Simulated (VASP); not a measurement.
# Te2Mo in VASP: further runs, part 2 of 2

VASP 6.6.1.

### Step 3. Single point, LDA (strain -0.040 along x and y, +0.080 along z)

Contents of INCAR:

```
ALGO = Normal ; EDIFF = 1E-7
ENCUT = 520 ; GGA = CA
ISIF = 2 ; ISMEAR = 0
LASPH = T ; LCHARG = T
LELF = T ; LREAL = F
LVHAR = T ; LWAVE = F
NBANDS = 20 ; NELM = 60
PREC = Accurate ; SIGMA = 0.05
```

Contents of KPOINTS:

```
k-points
0
Gamma
  12 12 2
```

Contents of POSCAR:

```
Te2Mo
1.0
    3.4178235014      0.0000000000      0.0000000000
   -1.7089117507      2.9599219779      0.0000000000
    0.0000000000      0.0000000000     18.9259824456
Te Mo
2 1
Direct
    0.3333333333      0.6666666667      0.8978554500
    0.3333333333      0.6666666667      0.1021445500
    0.0000000000      0.0000000000      0.0000000000
```

Potentials or basis: VASP PAW LDA potentials, release 64 (Te, Mo_sv).

Command:

```bash
$ cat potpaw_LDA.64/Te/POTCAR potpaw_LDA.64/Mo_sv/POTCAR > POTCAR
$ mpirun -np 1 vasp_std > vasp.out
```

OUTCAR:

```text
EDIFF = 1E-7
   ENCUT = 520
   GGA = CA
   ISIF = 2
   ISMEAR = 0
   LASPH = T
   LREAL = F
   NELM = 60
   PREC = Accurate

 ion  position               nearest neighbor table
   1  0.333  0.667  0.898-   3 2.76   3 2.76   3 2.76
   2  0.333  0.667  0.102-   3 2.76   3 2.76   3 2.76
   3  0.000  0.000  0.000-   1 2.76   2 2.76   1 2.76   2 2.76   1 2.76   2 2.76

  LATTYP: Found a hexagonal cell.
 ALAT       =     3.4178235014
 C/A-ratio  =     5.5374370379

  Lattice vectors:

 A1 = (   3.4178235014,   0.0000000000,   0.0000000000)
 A2 = (  -1.7089117507,   2.9599219779,   0.0000000000)
 A3 = (   0.0000000000,   0.0000000000,  18.9259824456)

Analysis of symmetry for initial positions (statically):
=====================================================================
 Subroutine PRICEL returns:
 Original cell was already a primitive cell.

 Routine SETGRP: Setting up the symmetry group for a
 hexagonal supercell.

 Subroutine GETGRP returns: Found 12 space group operations
 (whereof 12 operations were pure point group operations)
 out of a pool of 24 trial point group operations.

The static configuration has the point symmetry D_3h.

Analysis of symmetry for dynamics (positions and initial velocities):
=====================================================================
 Subroutine PRICEL returns:
 Original cell was already a primitive cell.

 Routine SETGRP: Setting up the symmetry group for a
 hexagonal supercell.

 Subroutine GETGRP returns: Found 12 space group operations
 (whereof 12 operations were pure point group operations)
 out of a pool of 24 trial point group operations.

The dynamic configuration has the point symmetry D_3h.

 Subroutine INISYM returns: Found 12 space group operations
 (whereof 12 operations are pure point group operations),
 and found     1 'primitive' translations

[... 113 lines left out ...]
   IALGO  =     38    algorithm
   IMIX   =      4    mixing-type and parameters
     AMIX     =   0.40;   BMIX     =  1.00
     AMIX_MAG =   1.60;   BMIX_MAG =  1.00
  volume/ion in A,a.u.               =      63.82       430.69
  Fermi-wavevector in a.u.,A,eV,Ry     =   0.841466  1.590140  9.633807  0.708065
  Thomas-Fermi vector in A             =   1.956015
   LORBIT       =      0    0 simple, 1 ext, 2 COOP (PROOUT), +10 PAW based schemes
   GGA     = CA    functional components
   LHFCALC =     F    Hartree Fock is set to
   AEXX    =    0.0000 exact exchange contribution
   IVDW    =     0    specifies the selected vdW correction
   LEPSILON=     F    determine dielectric tensor
   LRPA    =     F    only Hartree local field effects (RPA)
 non-spin polarized calculation
 Gauss-broadening in eV      SIGMA  =   0.05
  energy-cutoff  :      520.00
  volume of cell :      191.46
 maximum number of plane-waves:      5192
 NGX is ok and might be reduce to    28
   NGX = 13   NGY = 13   NGZ = 71

 number of electron      26.0000002 magnetization

 Free energy of the ion-electron system (eV)
  ---------------------------------------------------
  ext. energy  EPLUGINS =         0.00000000
  ---------------------------------------------------
  free energy    TOTEN  =       -20.28208039 eV

  energy without entropy =      -20.28208039  energy(sigma->0) =      -20.28208039

 E-fermi :   0.6170     XC(G=0):  -4.7318

 val. band max:        0.2468563850   @ k =   0.5000   0.0000   0.0000
 cond. band min:       1.0627475085   @ k =   0.1667   0.1667   0.0000
 fundamental gap:      0.8158911235
 Fermi energy:         0.6170033526

 k-point     1 :       0.0000    0.0000    0.0000
  band No.  band energies     occupation
      1     -60.2066      2.00000
      2     -34.6093      2.00000
      3     -34.3537      2.00000
      4     -34.3537      2.00000
      5     -12.7593      2.00000
      6     -12.0575      2.00000
[... 541 lines left out ...]
     19       5.9604      0.00000
     20       6.0898      0.00000

 [... further k-points ...]

------------------------ aborting loop because EDIFF is reached ----------------------------------------

  FORCE on cell =-STRESS in cart. coord.  units (eV):
  Direction    XX          YY          ZZ          XY          YZ          ZX
  --------------------------------------------------------------------------------------
  -------------------------------------------------------------------------------------
  Total       -0.8428224     -0.8428224     -5.5297084      0.0000000      0.0000000      0.0000000
  in kB       -7.0527474     -7.0527474    -46.2726622      0.0000000      0.0000000      0.0000000
  external PRESSURE =     -20.1260524 kB  Pullay stress =       0.0000000 kB

 VOLUME and BASIS-vectors are now :
 -----------------------------------------------------------------------------
  energy-cutoff  :      520.00
  volume of cell :      191.46
      direct lattice vectors                 reciprocal lattice vectors
     3.417823501  0.000000000  0.000000000     0.292583862  0.168923372  0.000000000
    -1.708911751  2.959921978  0.000000000     0.000000000  0.337846743  0.000000000
     0.000000000  0.000000000 18.925982446     0.000000000  0.000000000  0.052837416

 POSITION                                       TOTAL-FORCE (eV/Angst)
 -----------------------------------------------------------------------------------
     -0.00000      1.97328     16.99280         0.000000      0.000000      1.426907
     -0.00000      1.97328      1.93319         0.000000     -0.000000     -1.426907
      0.00000      0.00000      0.00000        -0.000000     -0.000000      0.000000
 -----------------------------------------------------------------------------------
    total drift:                                0.000000     -0.000000     -0.000000

  FREE ENERGIE OF THE ION-ELECTRON SYSTEM (eV)
  ---------------------------------------------------
  free  energy   TOTEN  =       -20.2820803856 eV

  energy  without entropy=      -20.2820803856  energy(sigma->0) =      -20.28208039
```

It took 2 min on 1 thread of Intel Xeon 6975P-C (Granite Rapids), shared host; peak memory 0.34 GiB.

What came out:

```
Free energy            : -20.2821 eV
Largest force          : 1.427 eV/Å
Band gap on the k mesh : 0.82 eV, indirect (least direct gap 1.25 eV)
```

Forces on the atoms (eV/Å):
```
Te   0.000  0.000  1.427
Te   0.000  0.000 -1.427
Mo   0.000  0.000  0.000
```

Levels at points of the mesh, in eV from the valence-band top:
```tsv
k point	band 11	band 12	band 13	band 14	band 15	band 16
(0.00, 0.00, 0.00)	-1.14	-0.60	-0.60	3.27	3.27	3.43
(0.50, 0.00, 0.00)	-2.10	-0.97	0.00	1.58	1.63	2.91
(0.00, 0.00, 0.50)	-1.14	-0.60	-0.60	3.27	3.27	3.43
(0.50, 0.00, 0.50)	-2.10	-0.97	0.00	1.58	1.63	2.91
```

Caveat: the cell differs from its parent crystal (strain -0.040 along x and y, +0.080 along z); spin-orbit coupling is left out, which moves the levels of the heavy elements.
